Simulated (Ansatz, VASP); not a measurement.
## One calculation of LiH, two programs

```
Li H
1.0
     0.00000    2.00299    2.00299
     2.00299    0.00000    2.00299
     2.00299    2.00299    0.00000
Li H
1 1
Direct
  0.00000 0.00000 0.00000
  0.50000 0.50000 0.50000
```

Alike in both runs: task single point; functional PBEsol; k mesh 4 × 4 × 4; no spin polarisation.

|  | VASP | Ansatz |
| --- | --- | --- |
| version | VASP 6.6.1 | Ansatz 0.2.0 |
| potentials or method | VASP PAW PBE potentials, release 64 (Li_sv, H) | plane waves |
| plane-wave cutoff (eV) | 750 | 420 |
| occupations | gaussian, width 0.01 eV | fixed |
| valence electrons in the cell | 4 | 4 |

Ansatz gave:

```
gap on the k mesh at the Fermi level (eV) : 2.73
pressure (GPa)                            : -0.3
```

Question: Estimate VASP's values.

Answer: gap on the k mesh at the Fermi level (eV): 2.73; pressure (GPa): -0.4.

VASP's potentials were made for PBE, not for PBEsol.

The k mesh is coarse, so the values compare programs but aren't converged.
